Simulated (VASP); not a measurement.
# Mg (P6_3/mmc) in VASP: notebook

The runs below take Mg through single point, with PBE.

Everything below comes from runs of VASP 6.6.1. Logs are shortened: lines on timing, memory, paths and dates and some standing lists are left out, and cuts for length are marked.

### 1 The cell of the first run

Symmetry: P6_3/mmc, No. 194, hexagonal system. The conventional cell has a = 3.195 Å, b = 3.195 Å, c = 5.188 Å, α = 90.00°, β = 90.00°, γ = 120.00°. Within 4.2 Å of Mg (site symmetry -6m2) lie 12 Mg at 3.18 to 3.20 Å.

### 2 Single point, PBE

Contents of INCAR:

```
  ALGO = Normal
  EDIFF = 1E-6
  ENCUT = 520
  GGA = PE
  ISIF = 2
  ISMEAR = -1
  LASPH = T
  LCHARG = F
  LREAL = F
  LWAVE = F
  NBANDS = 9
  NELM = 80
  PREC = Accurate
  SIGMA = 0.1
```

Contents of KPOINTS:

```
k-points
0
Gamma
  7 7 4
```

Contents of POSCAR:

```
Mg
1.0
    3.1953117277      0.0000000000      0.0000000000
   -1.5976558638      2.7672211292      0.0000000000
    0.0000000000      0.0000000000      5.1879445283
Mg
2
Direct
    0.3333333333      0.6666666667      0.2500000000
    0.6666666667      0.3333333333      0.7500000000
```

Potentials or basis: VASP PAW PBE potentials, release 64 (Mg).

The run is started by

```
cat potpaw_PBE.64/Mg/POTCAR > POTCAR
mpirun -np 1 vasp_std > vasp.out
```

OUTCAR:

```text
EDIFF = 1E-6
   ENCUT = 520
   GGA = PE
   ISIF = 2
   ISMEAR = -1
   LASPH = T
   LREAL = F
   NELM = 80
   PREC = Accurate

 ion  position               nearest neighbor table
   1  0.333  0.667  0.250-   2 3.18   2 3.18   2 3.18   2 3.18   2 3.18   2 3.18
   2  0.667  0.333  0.750-   1 3.18   1 3.18   1 3.18   1 3.18   1 3.18   1 3.18

  LATTYP: Found a hexagonal cell.
 ALAT       =     3.1953117277
 C/A-ratio  =     1.6236113939

  Lattice vectors:

 A1 = (   3.1953117277,   0.0000000000,   0.0000000000)
 A2 = (  -1.5976558638,   2.7672211292,   0.0000000000)
 A3 = (   0.0000000000,   0.0000000000,   5.1879445283)

Analysis of symmetry for initial positions (statically):
=====================================================================
 Subroutine PRICEL returns:
 Original cell was already a primitive cell.

 Routine SETGRP: Setting up the symmetry group for a
 hexagonal supercell.

 Subroutine GETGRP returns: Found 24 space group operations
 (whereof 12 operations were pure point group operations)
 out of a pool of 24 trial point group operations.

The static configuration has the point symmetry D_3d.
 The point group associated with its full space group is D_6h.

Analysis of symmetry for dynamics (positions and initial velocities):
=====================================================================
 Subroutine PRICEL returns:
 Original cell was already a primitive cell.

 Routine SETGRP: Setting up the symmetry group for a
 hexagonal supercell.

 Subroutine GETGRP returns: Found 24 space group operations
 (whereof 12 operations were pure point group operations)
 out of a pool of 24 trial point group operations.

The dynamic configuration has the point symmetry D_3d.
 The point group associated with its full space group is D_6h.

 Subroutine INISYM returns: Found 24 space group operations
 (whereof 12 operations are pure point group operations),
 and found     1 'primitive' translations

----------------------------------------------------------------------------------------

                                     Primitive cell

  volume of cell :      45.8725

  direct lattice vectors                    reciprocal lattice vectors
     3.195311728  0.000000000  0.000000000     0.312958511  0.180686680  0.000000000
    -1.597655864  2.767221129  0.000000000     0.000000000  0.361373361  0.000000000
     0.000000000  0.000000000  5.187944528     0.000000000  0.000000000  0.192754567

  length of vectors
     3.195311728  3.195311728  5.187944528     0.361373361  0.361373361  0.192754567

  position of ions in fractional coordinates (direct lattice)
     0.333333333  0.666666667  0.250000000
     0.666666667  0.333333333  0.750000000

  ion indices of the primitive-cell ions
   primitive index   ion index
                 1           1
                 2           2

----------------------------------------------------------------------------------------

 KPOINTS: k-points

Automatic generation of k-mesh.
 Grid dimensions read from file:
 generate k-points for:    7    7    4

 Generating k-lattice:

  Cartesian coordinates                     Fractional coordinates (reciprocal lattice)
     0.044708359  0.025812383  0.000000000     0.142857143  0.000000000  0.000000000
     0.000000000  0.051624766  0.000000000     0.000000000  0.142857143  0.000000000
     0.000000000  0.000000000  0.048188642     0.000000000  0.000000000  0.250000000

  Length of vectors
     0.051624766  0.051624766  0.048188642

  Shift w.r.t. Gamma in fractional coordinates (k-lattice)
     0.000000000  0.000000000  0.000000000

 Subroutine IBZKPT returns following result:
 ===========================================

 Found     24 irreducible k-points:

 Following reciprocal coordinates:
            Coordinates               Weight
  0.000000  0.000000  0.000000      1.000000
  0.142857  0.000000  0.000000      6.000000
  0.285714  0.000000  0.000000      6.000000
  0.428571  0.000000  0.000000      6.000000
  0.142857  0.142857  0.000000      6.000000
  0.285714  0.142857  0.000000     12.000000
[... 16 lines left out ...]
  0.428571  0.142857  0.500000      6.000000
  0.285714  0.285714  0.500000      6.000000
   k-points           NKPTS =     24   k-points in BZ     NKDIM =     24   number of bands    NBANDS=      9
   number of dos      NEDOS =    301   number of ions     NIONS =      2
   total plane-waves  NPLWV =  23040
   dimension x,y,z NGX =    24 NGY =   24 NGZ =   40
   dimension x,y,z NGXF=    48 NGYF=   48 NGZF=   80
   ions per type =               2
   NGX,Y,Z   is equivalent  to a cutoff of  12.49, 12.49, 12.82 a.u.
   NGXF,Y,Z  is equivalent  to a cutoff of  24.97, 24.97, 25.64 a.u.
 SYSTEM =  unknown system
   PREC   = accura    normal or accurate (medium, high low for compatibility)
   ISTART =      0    job   : 0-new  1-cont  2-samecut
   ICHARG =      2    charge: 1-file 2-atom 10-const
   ISPIN  =      1    spin polarized calculation?
   LNONCOLLINEAR =      F non collinear calculations
   LSORBIT =      F    spin-orbit coupling
   LASPH  =      T    aspherical Exc in radial PAW
   ENCUT  =  520.0 eV  38.22 Ry    6.18 a.u.   5.94  5.94  9.65*2*pi/ulx,y,z
   NELM   =     80;   NELMIN=  2; NELMDL= -5     # of ELM steps
   EDIFF  = 0.1E-05   stopping-criterion for ELM
   LREAL  =      F    real-space projection
   EDIFFG = 0.1E-04   stopping-criterion for IOM
   NSW    =      0    number of steps for IOM
   IBRION =     -1    ionic relax: 0-MD 1-quasi-New 2-CG
   NFREE  =      0    steps in history (QN), initial steepest desc. (CG)
   ISIF   =      2    stress and relaxation
   ISYM   =      2    0-nonsym 1-usesym 2-fastsym
   POTIM  = 0.5000    time-step for ionic-motion
   TEBEG  =    0.0;   TEEND  =   0.0 temperature during run
   PSTRESS=    0.0 pullay stress
   NELECT =       4.0000    total number of electrons
   NUPDOWN=      -1.0000    fix difference up-down
   EMIN   =  10.00;   EMAX   =-10.00  energy-range for DOS
   EFERMI =   0.00;   METHOD = LEGACY
   ISMEAR =    -1;   SIGMA  =   0.10  broadening in eV -4-tet -1-fermi 0-gaus
   EFERMI_NEDOS =   21; number of points for ismear=-14 and -15
   IALGO  =     38    algorithm
   IMIX   =      4    mixing-type and parameters
     AMIX     =   0.40;   BMIX     =  1.00
     AMIX_MAG =   1.60;   BMIX_MAG =  1.00
  volume/ion in A,a.u.               =      22.94       154.78
  Fermi-wavevector in a.u.,A,eV,Ry     =   0.725957  1.371859  7.170448  0.527013
  Thomas-Fermi vector in A             =   1.816809
   LORBIT       =      0    0 simple, 1 ext, 2 COOP (PROOUT), +10 PAW based schemes
   GGA     = PE    functional components
   LHFCALC =     F    Hartree Fock is set to
   AEXX    =    0.0000 exact exchange contribution
   IVDW    =     0    specifies the selected vdW correction
   LEPSILON=     F    determine dielectric tensor
   LRPA    =     F    only Hartree local field effects (RPA)
 non-spin polarized calculation
  energy-cutoff  :      520.00
  volume of cell :       45.87
 maximum number of plane-waves:      1250
 NGX is ok and might be reduce to    24
   NGX = 11   NGY = 11   NGZ = 19

 number of electron       4.0000000 magnetization

 Free energy of the ion-electron system (eV)
  ---------------------------------------------------
  ext. energy  EPLUGINS =         0.00000000
  ---------------------------------------------------
  free energy    TOTEN  =        -3.04682479 eV

  energy without entropy =       -3.02095267  energy(sigma->0) =       -3.03388873

 E-fermi :   2.6540     XC(G=0):  -8.4936

 val. band max:        2.6205876428   @ k =   0.4286   0.0000   0.2500
 cond. band min:       2.8712912507   @ k =   0.2857   0.0000   0.0000
 fundamental gap:      0.2507036080
 Fermi energy:         2.6539759130

 k-point     1 :       0.0000    0.0000    0.0000
  band No.  band energies     occupation
      1      -4.2975      2.00000
      2       0.9544      2.00000
      3       1.3939      1.99999
      4      13.5830      0.00000
      5      13.5830      0.00000
      6      13.6976      0.00000
      7      13.6976      0.00000
      8      14.4745      0.00000
      9      16.0695      0.00000

 k-point     2 :       0.1429    0.0000    0.0000
  band No.  band energies     occupation
      1      -3.8961      2.00000
      2       1.3218      2.00000
      3       1.7822      1.99967
      4       9.4881      0.00000
      5      11.6212      0.00000
      6      12.3247      0.00000
      7      14.2145      0.00000
      8      14.8637      0.00000
      9      15.9611      0.00000

 k-point     3 :       0.2857    0.0000    0.0000
  band No.  band energies     occupation
      1      -2.7019      2.00000
      2       2.4256      1.81506
      3       2.8713      0.20437
      4       5.5363      0.00000
      5      10.0437      0.00000
      6      10.2106      0.00000
      7      10.2753      0.00000
      8      12.2914      0.00000
      9      14.7333      0.00000

 k-point     4 :       0.4286    0.0000    0.0000
  band No.  band energies     occupation
      1      -0.7456      2.00000
      2       1.8919      1.99902
      3       4.2652      0.00000
      4       4.9878      0.00000
      5       6.8848      0.00000
      6       7.4076      0.00000
      7       9.6047      0.00000
      8      11.0605      0.00000
      9      13.9669      0.00000
[... 205 lines left out ...]
 k-point    22 :       0.2857    0.1429    0.5000
  band No.  band energies     occupation
      1      -0.1738      2.00000
      2      -0.1738      2.00000
      3       5.1349      0.00000
      4       5.1349      0.00000
      5       7.7778      0.00000
      6       7.7778      0.00000
      7      10.6422      0.00000
      8      10.6422      0.00000
      9      14.9721      0.00000

 k-point    23 :       0.4286    0.1429    0.5000
  band No.  band energies     occupation
      1       1.8066      1.99958
      2       1.8066      1.99958
      3       2.4817      1.69704
      4       2.4817      1.69704
      5       7.4518      0.00000
      6       7.4518      0.00000
      7      12.5105      0.00000
      8      12.5105      0.00000
      9      12.7339      0.00000

 k-point    24 :       0.2857    0.2857    0.5000
  band No.  band energies     occupation
      1       1.6962      1.99986
      2       1.6962      1.99986
      3       4.0629      0.00000
      4       4.0629      0.00000
      5       4.9339      0.00000
      6       4.9339      0.00000
      7      12.3495      0.00000
      8      12.3495      0.00000
      9      14.5423      0.00000

------------------------ aborting loop because EDIFF is reached ----------------------------------------

  FORCE on cell =-STRESS in cart. coord.  units (eV):
  Direction    XX          YY          ZZ          XY          YZ          ZX
  --------------------------------------------------------------------------------------
  -------------------------------------------------------------------------------------
  Total       -0.2211658     -0.2211658      0.5254322     -0.0000000     -0.0000000      0.0000000
  in kB       -7.7246017     -7.7246017     18.3516385     -0.0000000     -0.0000000      0.0000000
  external PRESSURE =       0.9674784 kB  Pullay stress =       0.0000000 kB

 VOLUME and BASIS-vectors are now :
 -----------------------------------------------------------------------------
  energy-cutoff  :      520.00
  volume of cell :       45.87
      direct lattice vectors                 reciprocal lattice vectors
     3.195311728  0.000000000  0.000000000     0.312958511  0.180686680  0.000000000
    -1.597655864  2.767221129  0.000000000     0.000000000  0.361373361  0.000000000
     0.000000000  0.000000000  5.187944528     0.000000000  0.000000000  0.192754567

 POSITION                                       TOTAL-FORCE (eV/Angst)
 -----------------------------------------------------------------------------------
     -0.00000      1.84481      1.29699         0.000000      0.000000      0.000000
      1.59766      0.92241      3.89096        -0.000000      0.000000      0.000000
 -----------------------------------------------------------------------------------
    total drift:                                0.000000     -0.000000      0.000000

  FREE ENERGIE OF THE ION-ELECTRON SYSTEM (eV)
  ---------------------------------------------------
  free  energy   TOTEN  =        -3.0468247935 eV

  energy  without entropy=       -3.0209526652  energy(sigma->0) =       -3.03388873
```

It took 4.6 s on 1 thread of Intel Xeon 6975P-C, shared host; peak memory 0.15 GiB.

What came out:

```yaml
Free_energy: -3.0468 eV
Pressure: 0.1 GPa
Band_gap_on_the_k_mesh: zero (band 2 reaches 3.41 eV, above the bottom of band 3 at 1.39 eV)
```

Stress tensor (GPa, compression positive):
```
-0.77  0.00  0.00
 0.00 -0.77  0.00
 0.00  0.00  1.84
```

### 3 Single point, PBE

Contents of INCAR:

```
SYSTEM = Mg
PREC = Accurate ; ENCUT = 520
EDIFF = 1E-7 ; ISMEAR = -1
SIGMA = 0.1 ; LREAL = .False.
LASPH = .True. ; NELM = 100
ALGO = Normal ; ISIF = 2
LWAVE = .False. ; LCHARG = .False.
GGA = PE ; NBANDS = 9
```

Contents of KPOINTS:

```
Automatic mesh
0
Gamma
  9 9 5
  0 0 0
```

POSCAR is that of step 2.

Potentials or basis: VASP PAW PBE potentials, release 64 (Mg).

The run is started by

```
cat potpaw_PBE.64/Mg/POTCAR > POTCAR
mpirun -np 1 vasp_std > vasp.out
```

OUTCAR:

```text
SYSTEM = Mg
   PREC = Accurate
   ENCUT = 520
   EDIFF = 1E-7
   ISMEAR = -1
   LREAL = .False.
   LASPH = .True.
   NELM = 100
   ISIF = 2
   GGA = PE

 ion  position               nearest neighbor table
   1  0.333  0.667  0.250-   2 3.18   2 3.18   2 3.18   2 3.18   2 3.18   2 3.18
   2  0.667  0.333  0.750-   1 3.18   1 3.18   1 3.18   1 3.18   1 3.18   1 3.18

  LATTYP: Found a hexagonal cell.
 ALAT       =     3.1953117277
 C/A-ratio  =     1.6236113939

  Lattice vectors:
[... 467 lines left out ...]
      2       2.2346      1.94416
      3       2.2346      1.94416
      4       5.3318      0.00000
      5       5.6469      0.00000
      6       5.6469      0.00000
      7       9.5408      0.00000
      8      10.1270      0.00000
      9      10.1270      0.00000

 [... further k-points ...]
[... 5 lines left out ...]
  --------------------------------------------------------------------------------------
  -------------------------------------------------------------------------------------
  Total       -0.0250290     -0.0250290     -0.0201030     -0.0000000      0.0000000      0.0000000
  in kB       -0.8741826     -0.8741826     -0.7021317     -0.0000000      0.0000000      0.0000000
  external PRESSURE =      -0.8168323 kB  Pullay stress =       0.0000000 kB

 VOLUME and BASIS-vectors are now :
 -----------------------------------------------------------------------------
  energy-cutoff  :      520.00
  volume of cell :       45.87
      direct lattice vectors                 reciprocal lattice vectors
     3.195311728  0.000000000  0.000000000     0.312958511  0.180686680  0.000000000
    -1.597655864  2.767221129  0.000000000     0.000000000  0.361373361  0.000000000
     0.000000000  0.000000000  5.187944528     0.000000000  0.000000000  0.192754567

 POSITION                                       TOTAL-FORCE (eV/Angst)
 -----------------------------------------------------------------------------------
     -0.00000      1.84481      1.29699         0.000000      0.000000      0.000000
      1.59766      0.92241      3.89096        -0.000000     -0.000000      0.000000
 -----------------------------------------------------------------------------------
    total drift:                                0.000000     -0.000000      0.000000

  FREE ENERGIE OF THE ION-ELECTRON SYSTEM (eV)
  ---------------------------------------------------
  free  energy   TOTEN  =        -3.0206957577 eV

  energy  without entropy=       -2.9921343977  energy(sigma->0) =       -3.00641508
```

OSZICAR:

```text
N       E                     dE             d eps       ncg     rms          rms(c)
DAV:   1    -0.181956326286E+00   -0.18196E+00   -0.13005E+03   648   0.319E+02
DAV:   2    -0.299199083549E+01   -0.28100E+01   -0.27506E+01   831   0.279E+01
DAV:   3    -0.303416221709E+01   -0.42171E-01   -0.41858E-01   879   0.288E+00
DAV:   4    -0.303426578402E+01   -0.10357E-03   -0.10356E-03   871   0.140E-01
DAV:   5    -0.303426623448E+01   -0.45046E-06   -0.45056E-06   807   0.788E-03    0.961E-01
DAV:   6    -0.302816401617E+01    0.61022E-02   -0.61165E-04   734   0.193E-01    0.615E-01
DAV:   7    -0.302068505961E+01    0.74790E-02   -0.23768E-03   704   0.334E-01    0.341E-02
DAV:   8    -0.302069732787E+01   -0.12268E-04   -0.16137E-05   877   0.238E-02    0.758E-03
DAV:   9    -0.302069601803E+01    0.13098E-05   -0.12437E-06   718   0.537E-03    0.611E-04
DAV:  10    -0.302069579127E+01    0.22677E-06   -0.55555E-09   568   0.449E-04    0.148E-04
DAV:  11    -0.302069575770E+01    0.33564E-07   -0.62867E-10   405   0.165E-04
   1 F= -.30206958E+01 E0= -.30064151E+01  d E =-.285614E-01
```

stdout:

```text
POSCAR found type information on POSCAR Mg
 POSCAR found :  1 types and       2 ions
 scaLAPACK will be used
 LDA part: xc-table for (Slater+PW92), standard interpolation
 POSCAR, INCAR and KPOINTS ok, starting setup
 FFT: planning ... GRIDC
 FFT: planning ... GRID_SOFT
 FFT: planning ... GRID
 WAVECAR not read
 entering main loop
```

Wall time 7.4 s (1 thread of Intel Xeon 6975P-C, shared host); peak memory 0.16 GiB.

Results:

- Free energy: -3.0207 eV
- Pressure: -0.1 GPa
- Band gap on the k mesh: zero (band 2 reaches 3.62 eV, above the bottom of band 3 at 1.40 eV)

### 4 Single point, PBE

Contents of INCAR:

```
SYSTEM = Mg
PREC = Accurate
ENCUT = 520
EDIFF = 1E-6
ISMEAR = -1
SIGMA = 0.1
LREAL = .False.
LASPH = .True.
NELM = 100
ALGO = Normal
ISIF = 2
LWAVE = .False.
LCHARG = .True.
GGA = PE
LELF = .True.
LVHAR = .True.
NBANDS = 9
```

Contents of KPOINTS:

```
Automatic mesh
0
Gamma
  11 11 6
  0 0 0
```

POSCAR is that of step 3.

The run is started by

```
cat potpaw_PBE.64/Mg/POTCAR > POTCAR
mpirun -np 1 vasp_std > vasp.out
```

Run time: 9.8 s. Hardware: 1 thread of Intel Xeon 6975P-C, shared host; peak memory 0.17 GiB.

The run converged. Its results:

- Free energy: -3.0386 eV
- Pressure: -0.1 GPa
- Band gap on the k mesh: zero (band 2 reaches 3.51 eV, above the bottom of band 3 at 1.40 eV)

Levels at points of the mesh, in eV from the Fermi level:
```
           k point  band 1  band 2  band 3  band 4  band 5  band 6
(0.00, 0.00, 0.00)   -6.93   -1.68   -1.24   10.95   10.95   11.06
(0.00, 0.00, 0.50)   -5.54   -5.54    5.04    5.04   11.69   11.69
```

(Part 1 of 2 ends here.)
